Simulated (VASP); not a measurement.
Input of a VASP 6.6.1 run:

The input INCAR:

```
  ALGO = Normal
  EDIFF = 1E-7
  EDIFFG = -0.02
  ENCUT = 520
  GGA = PS
  GGA_COMPAT = False
  IBRION = 2
  ISIF = 2
  ISMEAR = 0
  LASPH = True
  LCHARG = False
  LREAL = False
  LWAVE = False
  NELM = 120
  NELMIN = 4
  NSW = 60
  PREC = Accurate
  SIGMA = 0.02
```

File KPOINTS:

```
k-points
0
Gamma
  3 3 2
```

The input POSCAR:

```
NaMg3I8
1.0
    8.2799998018      0.0000000000      0.0000000000
   -4.1399999009      7.1706901717      0.0000000000
    0.0000000000      0.0000000000      6.8800000000
Na I Mg
1 8 3
Direct
    0.0000000000      0.0000000000      0.0000000000
    0.1666666667      0.3333333333      0.2500000000
    0.3333333333      0.1666666667      0.7500000000
    0.1666666667      0.8333333333      0.2500000000
    0.3333333333      0.6666666667      0.7500000000
    0.6666666667      0.3333333333      0.2500000000
    0.8333333333      0.1666666667      0.7500000000
    0.6666666667      0.8333333333      0.2500000000
    0.8333333333      0.6666666667      0.7500000000
    0.0000000000      0.5000000000      0.0000000000
    0.5000000000      0.0000000000      0.0000000000
    0.5000000000      0.5000000000      0.0000000000
```

Potentials or basis: VASP PAW PBE potentials, release 64 (Na_pv, I, Mg).

Launch:

```console
$ cat potpaw_PBE.64/Na_pv/POTCAR potpaw_PBE.64/I/POTCAR potpaw_PBE.64/Mg/POTCAR > POTCAR
$ mpirun -np 1 vasp_std > vasp.out
```

Question: What does it give for the energy gained by relaxing?

Answer: 16.1 meV/atom.

Question: Predict the band gap on the k mesh.

Answer: Zero (an odd number of electrons rules out a gap without spin polarisation).

Forces on the atoms (eV/Å):
```
Na   0.000  0.000  0.000
I    0.000  0.008 -0.007
I    0.007  0.004  0.007
I    0.007 -0.004 -0.007
I    0.000  0.000  0.011
I    0.000  0.000 -0.011
I   -0.007  0.004  0.007
I   -0.007 -0.004 -0.007
I    0.000 -0.008  0.007
Mg   0.000  0.000  0.000
Mg   0.000  0.000  0.000
Mg   0.000  0.000  0.000
```

Caveat: the k points lie up to 0.46 Å⁻¹ apart, too coarse for converged energies and pressures of a metal; the PAW data sets were made with another functional, which shifts forces and pressure a little; spin-orbit coupling is left out, which moves the levels of the heavy elements; an odd number of electrons without spin polarisation forces a metal; a magnetic or distorted state may lie lower.
